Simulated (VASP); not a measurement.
Write the native input for VASP 6.6.1 that does the following.

* Task: electric field gradients
* Functional: PBE
* Potentials or basis: VASP PAW PBE potentials, release 64 (Ni)
* Cutoff: 520 eV
* k mesh: 18 × 18 × 18
* Occupations: fermi-dirac, width 0.05 eV
* Spin: collinear spin, ferromagnetic start
* Starting moments: [1.5] μB
* Dipole correction: no
* Further INCAR settings: ALGO = Normal; EDIFF = 1e-08; NBANDS = 15

The structure of Ni lies in POSCAR:

```
Ni
1.0
    0.0000000000      1.7440558547      1.7440558547
    1.7440558547      0.0000000000      1.7440558547
    1.7440558547      1.7440558547      0.0000000000
Ni
1
Direct
    0.0000000000      0.0000000000      0.0000000000
```

This cell differs from its parent crystal: volume scaled by 0.96.

The input as run:

INCAR

```
SYSTEM = Ni
ALGO = Normal ; EDIFF = 1E-8
ENCUT = 520 ; GGA = PE
ISIF = 2 ; ISMEAR = -1
ISPIN = 2 ; LASPH = .True.
LCHARG = .False. ; LEFG = .True.
LMAXMIX = 4 ; LORBIT = 11
LREAL = .False. ; LWAVE = .False.
MAGMOM = 1.5 ; NBANDS = 15
NELM = 150 ; PREC = Accurate
SIGMA = 0.05
```

KPOINTS

```
k-points
0
Gamma
  18 18 18
  0 0 0
```

Potentials or basis: VASP PAW PBE potentials, release 64 (Ni).

Run with:

```bash
$ cat potpaw_PBE.64/Ni/POTCAR > POTCAR
$ mpirun -np 1 vasp_std > vasp.out
```

Results of the run:

```json
{
  "Pressure": "5.3 GPa",
  "Net moment": "0.61 μB per cell",
  "Site moments": "Ni +0.62 μB",
  "Valence electrons inside the program's atomic spheres": "Ni 9.36"
}
```

Caveat: without QUAD_EFG the Cq values of the log hold for a quadrupole moment of 1 mb, not for the nuclei.

Run time: 55 s on 1 thread of AMD EPYC 7R13 Processor (Zen 3), on a shared host, peak memory 0.13 GiB.
